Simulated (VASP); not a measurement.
# BaTiO3 in VASP: a series of runs

BaTiO3 is run at these levels: PBEsol; tasks: single point.

Everything below comes from runs of VASP 6.6.1. Logs are shortened: lines on timing, memory, paths and dates and some standing lists are left out, and cuts for length are marked.

**1. The cell of the first run**

The structure is tetragonal, space group P4/mmm (No. 123). The conventional cell has a = 3.991 Å, b = 3.991 Å, c = 3.890 Å, α = 90.00°, β = 90.00°, γ = 90.00°. Ba (site symmetry 4/mmm) has 12 O at 2.79 to 2.82 Å and 8 Ti at 3.43 Å within 3.7 Å. Ti (site symmetry 4/mmm) has 6 O at 1.95 to 2.00 Å within 2.6 Å. Within 2.6 Å of O (site symmetry 4/mmm) lie 2 Ti at 1.95 Å. Within 2.6 Å of O (site symmetry mmm) lie 2 Ti at 2.00 Å.

**2. Single point, PBEsol (uniaxial strain along a: -2.0 %, then relaxed in part)**

The input, INCAR:

```
SYSTEM = BaTiO3
ALGO     = Normal         ! electronic algorithm
EDIFF    = 1E-6           ! SCF threshold, eV
ENCUT    = 910            ! plane-wave cutoff, eV
GGA      = PS             ! functional
GGA_COMPAT= .FALSE.      
ISIF     = 2              ! what is computed and relaxed
ISMEAR   = 0              ! smearing method
LASPH    = .TRUE.         ! aspherical terms in the spheres
LCHARG   = .FALSE.        ! write CHGCAR
LREAL    = .FALSE.        ! projectors in reciprocal space
LWAVE    = .FALSE.        ! write WAVECAR
NBANDS   = 28             ! bands
NELM     = 120            ! most SCF steps
PREC     = Accurate       ! precision mode
SIGMA    = 0.02           ! smearing width, eV
```

The input, KPOINTS:

```
k-points
0
G
  8 8 8
  0 0 0
```

The input, POSCAR:

```
BaTiO3
1.0
    3.8904719457      0.0000000000      0.0000000000
    0.0000000000      3.9911066064      0.0000000000
    0.0000000000      0.0000000000      3.9911066064
Ba Ti O
1 1 3
Direct
    0.5000000000      0.5000000000      0.5000000000
    0.0000000000      0.0000000000      0.0000000000
    0.5000000000      0.0000000000      0.0000000000
    0.0000000000      0.5000000000      0.0000000000
    0.0000000000      0.0000000000      0.5000000000
```

Potentials or basis: VASP PAW PBE potentials, release 64 (Ba_sv, Ti_sv, O_h).

Started as:

```console
$ cat potpaw_PBE.64/Ba_sv/POTCAR potpaw_PBE.64/Ti_sv/POTCAR potpaw_PBE.64/O_h/POTCAR > POTCAR
$ mpirun -np 1 vasp_std > vasp.out
```

OUTCAR:

```text
SYSTEM = BaTiO3
   EDIFF = 1E-6
   ENCUT = 910
   GGA = PS
   ISIF = 2
   ISMEAR = 0
   LASPH = .TRUE.
   LREAL = .FALSE.
   NELM = 120
   PREC = Accurate

 ion  position               nearest neighbor table
   1  0.500  0.500  0.500-   4 2.79   5 2.79   4 2.79   5 2.79   4 2.79   5 2.79   4 2.79   5 2.79
                             3 2.82   3 2.82   3 2.82   3 2.82   2 3.43   2 3.43   2 3.43   2 3.43
   2  0.000  0.000  0.000-   3 1.95   3 1.95   5 2.00   5 2.00   4 2.00   4 2.00   1 3.43   1 3.43
                             1 3.43   1 3.43   1 3.43   1 3.43   1 3.43   1 3.43
   3  0.500  0.000  0.000-   2 1.95   2 1.95   1 2.82   1 2.82   1 2.82   1 2.82
   4  0.000  0.500  0.000-   2 2.00   2 2.00   1 2.79   1 2.79   1 2.79   1 2.79
   5  0.000  0.000  0.500-   2 2.00   2 2.00   1 2.79   1 2.79   1 2.79   1 2.79

  LATTYP: Found a simple tetragonal cell.
 ALAT       =     3.9911066064
 C/A-ratio  =     0.9747852737

  Lattice vectors:

 A1 = (   0.0000000000,   3.9911066064,   0.0000000000)
 A2 = (   0.0000000000,   0.0000000000,   3.9911066064)
 A3 = (   3.8904719457,   0.0000000000,   0.0000000000)

Analysis of symmetry for initial positions (statically):
=====================================================================
 Subroutine PRICEL returns:
 Original cell was already a primitive cell.

 Routine SETGRP: Setting up the symmetry group for a
 simple tetragonal supercell.

 Subroutine GETGRP returns: Found 16 space group operations
 (whereof 16 operations were pure point group operations)
 out of a pool of 16 trial point group operations.

The static configuration has the point symmetry D_4h.

Analysis of symmetry for dynamics (positions and initial velocities):
=====================================================================
 Subroutine PRICEL returns:
 Original cell was already a primitive cell.

 Routine SETGRP: Setting up the symmetry group for a
 simple tetragonal supercell.

 Subroutine GETGRP returns: Found 16 space group operations
 (whereof 16 operations were pure point group operations)
 out of a pool of 16 trial point group operations.

The dynamic configuration has the point symmetry D_4h.

 Subroutine INISYM returns: Found 16 space group operations
 (whereof 16 operations are pure point group operations),
 and found     1 'primitive' translations

----------------------------------------------------------------------------------------

                                     Primitive cell

  volume of cell :      61.9711

  direct lattice vectors                    reciprocal lattice vectors
     3.890471946  0.000000000  0.000000000     0.257038224  0.000000000  0.000000000
     0.000000000  3.991106606  0.000000000     0.000000000  0.250557076  0.000000000
     0.000000000  0.000000000  3.991106606     0.000000000  0.000000000  0.250557076

  length of vectors
     3.890471946  3.991106606  3.991106606     0.257038224  0.250557076  0.250557076

  position of ions in fractional coordinates (direct lattice)
     0.500000000  0.500000000  0.500000000
     0.000000000  0.000000000  0.000000000
     0.500000000  0.000000000  0.000000000
     0.000000000  0.500000000  0.000000000
     0.000000000  0.000000000  0.500000000

  ion indices of the primitive-cell ions
   primitive index   ion index
                 1           1
                 2           2
                 3           3
                 4           4
                 5           5

----------------------------------------------------------------------------------------

 KPOINTS: k-points

Automatic generation of k-mesh.
 Grid dimensions read from file:
 generate k-points for:    8    8    8

 Generating k-lattice:

  Cartesian coordinates                     Fractional coordinates (reciprocal lattice)
     0.032129778  0.000000000  0.000000000     0.125000000  0.000000000  0.000000000
     0.000000000  0.031319634  0.000000000     0.000000000  0.125000000  0.000000000
     0.000000000  0.000000000  0.031319634     0.000000000  0.000000000  0.125000000

  Length of vectors
     0.032129778  0.031319634  0.031319634

  Shift w.r.t. Gamma in fractional coordinates (k-lattice)
     0.000000000  0.000000000  0.000000000

 Subroutine IBZKPT returns following result:
 ===========================================

 Found     75 irreducible k-points:

 Following reciprocal coordinates:
            Coordinates               Weight
  0.000000  0.000000  0.000000      1.000000
  0.125000  0.000000  0.000000      2.000000
  0.250000  0.000000  0.000000      2.000000
  0.375000  0.000000  0.000000      2.000000
  0.500000  0.000000  0.000000      1.000000
  0.000000  0.125000  0.000000      4.000000
[... 16 lines left out ...]
  0.250000  0.500000  0.000000      4.000000
  0.375000  0.500000  0.000000      4.000000
 [... further k-points ...]
   k-points           NKPTS =     75   k-points in BZ     NKDIM =     75   number of bands    NBANDS=     28
[... 28 lines left out ...]
   IALGO  =     38    algorithm
   IMIX   =      4    mixing-type and parameters
     AMIX     =   0.40;   BMIX     =  1.00
     AMIX_MAG =   1.60;   BMIX_MAG =  1.00
  volume/ion in A,a.u.               =      12.39        83.64
  Fermi-wavevector in a.u.,A,eV,Ry     =   1.414811  2.673606 27.234659  2.001691
  Thomas-Fermi vector in A             =   2.536315
   LORBIT       =      0    0 simple, 1 ext, 2 COOP (PROOUT), +10 PAW based schemes
   GGA     = PS    functional components
   LHFCALC =     F    Hartree Fock is set to
   AEXX    =    0.0000 exact exchange contribution
   IVDW    =     0    specifies the selected vdW correction
   LEPSILON=     F    determine dielectric tensor
   LRPA    =     F    only Hartree local field effects (RPA)
 non-spin polarized calculation
 Gauss-broadening in eV      SIGMA  =   0.02
  energy-cutoff  :      910.00
  volume of cell :       61.97
 maximum number of plane-waves:      3886
 NGX is ok and might be reduce to    40
   NGX = 19   NGY = 19   NGZ = 19

 number of electron      40.0000009 magnetization

 Free energy of the ion-electron system (eV)
  ---------------------------------------------------
  ext. energy  EPLUGINS =         0.00000000
  ---------------------------------------------------
  free energy    TOTEN  =       -41.96767993 eV

  energy without entropy =      -41.96767993  energy(sigma->0) =      -41.96767993

 E-fermi :   4.5728     XC(G=0): -11.7025

 val. band max:        4.3525282070   @ k =   0.5000   0.5000   0.5000
 cond. band min:       6.0614571157   @ k =   0.0000   0.0000   0.0000
 fundamental gap:      1.7089289087
 Fermi energy:         4.5727921451

 k-point     1 :       0.0000    0.0000    0.0000
  band No.  band energies     occupation
      1     -51.8927      2.00000
      2     -28.2516      2.00000
      3     -28.2311      2.00000
      4     -28.2311      2.00000
      5     -20.3573      2.00000
      6     -12.5847      2.00000
[... 20 lines left out ...]
     27       9.4193      0.00000
     28      11.9075      0.00000

 k-point     2 :       0.1250    0.0000    0.0000
  band No.  band energies     occupation
      1     -51.8925      2.00000
      2     -28.2631      2.00000
      3     -28.2306      2.00000
      4     -28.2306      2.00000
      5     -20.3338      2.00000
      6     -12.5660      2.00000
[... 20 lines left out ...]
     27       9.7554      0.00000
     28      12.3191      0.00000

 k-point     3 :       0.2500    0.0000    0.0000
  band No.  band energies     occupation
      1     -51.8919      2.00000
      2     -28.2909      2.00000
      3     -28.2295      2.00000
      4     -28.2295      2.00000
      5     -20.2759      2.00000
      6     -12.6116      2.00000
[... 20 lines left out ...]
     27      10.5556      0.00000
     28      12.7308      0.00000

 k-point     4 :       0.3750    0.0000    0.0000
  band No.  band energies     occupation
      1     -51.8913      2.00000
      2     -28.3184      2.00000
      3     -28.2284      2.00000
      4     -28.2284      2.00000
      5     -20.2165      2.00000
      6     -12.7395      2.00000
[... 578 lines left out ...]
     27      12.2894      0.00000
     28      12.9301      0.00000

 k-point    23 :       0.2500    0.5000    0.0000
  band No.  band energies     occupation
      1     -51.8908      2.00000
      2     -28.2876      2.00000
      3     -28.2860      2.00000
      4     -28.2273      2.00000
      5     -20.1636      2.00000
      6     -12.5778      2.00000
[... 20 lines left out ...]
     27      13.1491      0.00000
     28      13.1891      0.00000

 k-point    24 :       0.3750    0.5000    0.0000
  band No.  band energies     occupation
      1     -51.8902      2.00000
      2     -28.3144      2.00000
      3     -28.2842      2.00000
      4     -28.2262      2.00000
      5     -20.1252      2.00000
      6     -12.2995      2.00000
[... 20 lines left out ...]
     27      12.5616      0.00000
     28      14.2102      0.00000

 [... further k-points ...]
[... 5 lines left out ...]
  --------------------------------------------------------------------------------------
  -------------------------------------------------------------------------------------
  Total        2.9222405      0.6777165      0.6777165      0.0000000      0.0000000      0.0000000
  in kB       75.5505423     17.5214350     17.5214350      0.0000000      0.0000000      0.0000000
  external PRESSURE =      36.8644707 kB  Pullay stress =       0.0000000 kB

 VOLUME and BASIS-vectors are now :
 -----------------------------------------------------------------------------
  energy-cutoff  :      910.00
  volume of cell :       61.97
      direct lattice vectors                 reciprocal lattice vectors
     3.890471946  0.000000000  0.000000000     0.257038224  0.000000000  0.000000000
     0.000000000  3.991106606  0.000000000     0.000000000  0.250557076  0.000000000
     0.000000000  0.000000000  3.991106606     0.000000000  0.000000000  0.250557076

 POSITION                                       TOTAL-FORCE (eV/Angst)
 -----------------------------------------------------------------------------------
      1.94524      1.99555      1.99555         0.000000      0.000000      0.000000
      0.00000      0.00000      0.00000         0.000000      0.000000      0.000000
      1.94524      0.00000      0.00000         0.000000      0.000000      0.000000
      0.00000      1.99555      0.00000         0.000000      0.000000      0.000000
      0.00000      0.00000      1.99555         0.000000      0.000000      0.000000
 -----------------------------------------------------------------------------------
    total drift:                                0.000000      0.000000     -0.000000

  FREE ENERGIE OF THE ION-ELECTRON SYSTEM (eV)
  ---------------------------------------------------
  free  energy   TOTEN  =       -41.9676799274 eV

  energy  without entropy=      -41.9676799274  energy(sigma->0) =      -41.96767993
```

Run time: 3 min. Hardware: 1 thread of Intel Xeon Platinum 8375C at 2.90GHz (Ice Lake), shared host; peak memory 0.45 GiB.

What came out:

```
Free energy            : -41.9677 eV
Pressure               : 3.7 GPa
Band gap on the k mesh : 1.71 eV (least direct gap 1.82 eV)
```

Stress tensor (GPa, compression positive):
```
7.56 0.00 0.00
0.00 1.75 0.00
0.00 0.00 1.75
```

Caveat: the cell differs from its parent crystal (uniaxial strain along a: -2.0 %, then relaxed in part); the cutoff is under 1.25 times the usual one of these potentials, so pressure, stress and relaxed cells hold a basis-set (Pulay) error; the cell stands under pressure; the PAW data sets were made with another functional, which shifts forces and pressure a little; spin-orbit coupling is left out, which moves the levels of the heavy elements.

**3. Single point, PBEsol (uniaxial strain along a: -1.0 %, then relaxed in part)**

The input, INCAR:

```
SYSTEM = BaTiO3
ALGO = Normal ; EDIFF = 1E-6
ENCUT = 910 ; GGA = PS
GGA_COMPAT = .FALSE. ; ISIF = 2
ISMEAR = 0 ; LASPH = .TRUE.
LCHARG = .TRUE. ; LELF = .TRUE.
LREAL = .FALSE. ; LVHAR = .TRUE.
LWAVE = .FALSE. ; NBANDS = 28
NELM = 120 ; PREC = Accurate
SIGMA = 0.02
```

KPOINTS is that of step 2.

Edit POSCAR of step 2 so:

```diff
@@ -2,5 +2,5 @@
 1.0
-    3.8904719457      0.0000000000      0.0000000000
-    0.0000000000      3.9911066064      0.0000000000
-    0.0000000000      0.0000000000      3.9911066064
+    3.9301706390      0.0000000000      0.0000000000
+    0.0000000000      3.9801975365      0.0000000000
+    0.0000000000      0.0000000000      3.9801975365
 Ba Ti O
```

Potentials or basis: VASP PAW PBE potentials, release 64 (Ba_sv, Ti_sv, O_h).

Started as:

```console
$ cat potpaw_PBE.64/Ba_sv/POTCAR potpaw_PBE.64/Ti_sv/POTCAR potpaw_PBE.64/O_h/POTCAR > POTCAR
$ mpirun -np 1 vasp_std > vasp.out
```

It took 4.6 min on 1 thread of AMD EPYC 9R14 (Zen 4), shared host; peak memory 0.42 GiB.

Results (log left out):

- Free energy: -41.9886 eV
- Pressure: 2.6 GPa
- Band gap on the k mesh: 1.73 eV (least direct gap 1.84 eV)

Stress tensor (GPa, compression positive):
```
4.40 0.00 0.00
0.00 1.66 0.00
0.00 0.00 1.66
```

Levels at points of the mesh, in eV from the valence-band top:
```tsv
k point	band 18	band 19	band 20	band 21	band 22	band 23
(0.00, 0.00, 0.00)	-0.13	-0.13	-0.11	1.73	1.76	1.76
(0.50, 0.00, 0.00)	-2.00	-0.74	-0.74	1.92	3.71	3.71
(0.00, 0.50, 0.00)	-1.85	-0.73	-0.72	1.93	3.59	3.60
(0.50, 0.50, 0.00)	-0.83	-0.83	-0.10	3.60	3.72	4.09
(0.00, 0.50, 0.50)	-0.94	-0.94	-0.14	3.60	3.60	4.01
(0.50, 0.50, 0.50)	-0.03	0.00	0.00	4.31	4.37	4.37
```

Caveat: the cell differs from its parent crystal (uniaxial strain along a: -1.0 %, then relaxed in part); the cutoff is under 1.25 times the usual one of these potentials, so pressure, stress and relaxed cells hold a basis-set (Pulay) error; the PAW data sets were made with another functional, which shifts forces and pressure a little; spin-orbit coupling is left out, which moves the levels of the heavy elements.

**4. Single point, PBEsol**

This run uses another cell than the first one, of 12.51 Å³/atom.

The input, INCAR:

```
PREC = Accurate
ENCUT = 910
EDIFF = 1E-6
ISMEAR = 0
SIGMA = 0.02
LREAL = False
LASPH = True
NELM = 120
ALGO = Normal
ISIF = 2
LWAVE = False
LCHARG = False
GGA = PS
NBANDS = 28
GGA_COMPAT = False
```

The input, KPOINTS:

```
regular mesh
0
Gamma
  8 8 8
```

Edit POSCAR of step 3 so:

```diff
@@ -2,5 +2,5 @@
 1.0
-    3.9301706390      0.0000000000      0.0000000000
-    0.0000000000      3.9801975365      0.0000000000
-    0.0000000000      0.0000000000      3.9801975365
+    3.9698693324      0.0000000000      0.0000000000
+    0.0000000000      3.9698693324      0.0000000000
+    0.0000000000      0.0000000000      3.9698693324
 Ba Ti O
```

Started as:

```console
$ cat potpaw_PBE.64/Ba_sv/POTCAR potpaw_PBE.64/Ti_sv/POTCAR potpaw_PBE.64/O_h/POTCAR > POTCAR
$ mpirun -np 1 vasp_std > vasp.out
```

Wall time 86 s (1 thread of Intel Xeon 6975P-C (Granite Rapids), shared host); peak memory 0.34 GiB.

Results (log left out):

| Item | Value |
| --- | --- |
| Free energy | -41.9981 eV |
| Pressure | 1.7 GPa |
| Band gap on the k mesh | 1.75 eV (least direct gap 1.87 eV) |

Levels at points of the mesh, in eV from the valence-band top:
| k point | band 16 | band 17 | band 18 | band 19 | band 20 | band 21 | band 22 | band 23 | band 24 | band 25 |
| --- | --- | --- | --- | --- | --- | --- | --- | --- | --- | --- |
| (0.00, 0.00, 0.00) | -1.15 | -1.15 | -0.12 | -0.12 | -0.12 | 1.75 | 1.75 | 1.75 | 4.11 | 4.11 |
| (0.50, 0.00, 0.00) | -2.02 | -1.88 | -1.88 | -0.72 | -0.72 | 1.93 | 3.62 | 3.62 | 4.12 | 6.20 |
| (0.50, 0.50, 0.00) | -2.83 | -1.73 | -0.86 | -0.86 | -0.10 | 3.63 | 3.63 | 4.05 | 4.99 | 7.92 |
| (0.50, 0.50, 0.50) | -2.40 | -2.40 | 0.00 | 0.00 | 0.00 | 4.33 | 4.33 | 4.33 | 6.75 | 6.75 |

Caveat: the cutoff is under 1.25 times the usual one of these potentials, so pressure, stress and relaxed cells hold a basis-set (Pulay) error; the PAW data sets were made with another functional, which shifts forces and pressure a little; spin-orbit coupling is left out, which moves the levels of the heavy elements. A k mesh can miss the band edges.

**5. Single point, PBEsol**

The input, INCAR:

```
  PREC = Accurate
  ENCUT = 910
  EDIFF = 1E-6
  ISMEAR = 0
  SIGMA = 0.02
  LREAL = False
  LASPH = True
  NELM = 120
  ALGO = Normal
  ISIF = 2
  LWAVE = False
  LCHARG = False
  GGA = PS
  NBANDS = 28
  GGA_COMPAT = False
```

The input, KPOINTS:

```
Automatic mesh
0
Gamma
  8 8 8
```

Edit POSCAR of step 4 so:

```diff
@@ -2,5 +2,5 @@
 1.0
-    3.9698693324      0.0000000000      0.0000000000
-    0.0000000000      3.9698693324      0.0000000000
-    0.0000000000      0.0000000000      3.9698693324
+    3.8904719457      0.0000000000      0.0000000000
+    0.0000000000      3.9911066064      0.0000000000
+    0.0000000000      0.0000000000      3.9911066064
 Ba Ti O
```

Started as:

```console
$ cat potpaw_PBE.64/Ba_sv/POTCAR potpaw_PBE.64/Ti_sv/POTCAR potpaw_PBE.64/O_h/POTCAR > POTCAR
$ mpirun -np 1 vasp_std > vasp.out
```

Run time: 2.1 min. Hardware: 1 thread of Intel Xeon 6975P-C (Granite Rapids), shared host; peak memory 0.45 GiB.

The run converged. Its results:

* Free energy: -41.9677 eV
* Pressure: 3.7 GPa
* Band gap on the k mesh: 1.71 eV (least direct gap 1.82 eV)

Stress tensor (GPa, compression positive):
```
7.56 0.00 0.00
0.00 1.75 0.00
0.00 0.00 1.75
```

Levels at points of the mesh, in eV from the valence-band top:
```tsv
k point	band 18	band 19	band 20	band 21	band 22	band 23
(0.00, 0.00, 0.00)	-0.14	-0.14	-0.11	1.71	1.76	1.76
(0.50, 0.00, 0.00)	-2.00	-0.76	-0.76	1.92	3.80	3.80
(0.00, 0.50, 0.00)	-1.82	-0.74	-0.72	1.93	3.56	3.57
(0.50, 0.50, 0.00)	-0.81	-0.80	-0.10	3.57	3.81	4.13
(0.00, 0.50, 0.50)	-1.03	-1.03	-0.18	3.58	3.58	3.98
(0.50, 0.50, 0.50)	-0.07	0.00	0.00	4.28	4.42	4.42
```

Caveat: the cutoff is under 1.25 times the usual one of these potentials, so pressure, stress and relaxed cells hold a basis-set (Pulay) error; the cell stands under pressure; the PAW data sets were made with another functional, which shifts forces and pressure a little; spin-orbit coupling is left out, which moves the levels of the heavy elements.

**6. Overview**

| cell | gap on the mesh (eV) | pressure (GPa) |
| --- | --- | --- |
| a = 3.890, b = 3.991, c = 3.991 Å, 5 atoms | 1.71 | 3.7 |
| a = 3.930, b = 3.980, c = 3.980 Å, 5 atoms | 1.73 | 2.6 |
| a = 3.970 Å, 5 atoms | 1.75 | 1.7 |

Alike in all rows: task single point; level PBEsol; potentials or basis VASP PAW PBE potentials, release 64 (Ba_sv, Ti_sv, O_h); no spin polarisation; k mesh 8 × 8 × 8; cutoff (eV) 910; smearing gaussian 0.02 eV.

Caveats: the cutoff is under 1.25 times the usual one of these potentials, so pressure, stress and relaxed cells hold a basis-set (Pulay) error; the PAW data sets were made with another functional, which shifts forces and pressure a little; spin-orbit coupling is left out, which moves the levels of the heavy elements; the cell stands under pressure (at least some runs).

Total energies depend on the potentials used, so only differences within one code and one set of settings carry meaning.
